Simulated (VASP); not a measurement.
Input of a VASP 6.6.1 run:

File INCAR:

```
PREC     = Accurate       # precision mode
ENCUT    = 520            # plane-wave cutoff, eV
EDIFF    = 1E-7           # SCF threshold, eV
ISMEAR   = 0              # smearing method
SIGMA    = 0.01           # smearing width, eV
LREAL    = False          # projectors in reciprocal space
LASPH    = True           # aspherical terms in the spheres
NELM     = 60             # most SCF steps
ALGO     = Normal         # electronic algorithm
ISIF     = 2              # what is computed and relaxed
LWAVE    = False          # write WAVECAR
LCHARG   = True           # write CHGCAR
GGA      = PE             # functional
LELF     = True           # ELF
LVHAR    = True         
NBANDS   = 11             # bands
```

Contents of KPOINTS:

```
regular mesh
0
Gamma
  12 12 12
```

Contents of POSCAR:

```
BN
1.0
    0.0000000000      1.8001749103      1.8001749103
    1.8001749103      0.0000000000      1.8001749103
    1.8001749103      1.8001749103      0.0000000000
B N
1 1
Direct
    0.0000000000      0.0000000000      0.0000000000
    0.7500000000      0.7500000000      0.7500000000
```

Potentials or basis: VASP PAW PBE potentials, release 64 (B, N).

Command:

```bash
$ cat potpaw_PBE.64/B/POTCAR potpaw_PBE.64/N/POTCAR > POTCAR
$ mpirun -np 1 vasp_std > vasp.out
```

(1) What does it give for the band gap on the k mesh?

(2) Predict the pressure.

Results:

(1) 4.47 eV, indirect (least direct gap 8.88 eV).

(2) 8.1 GPa.
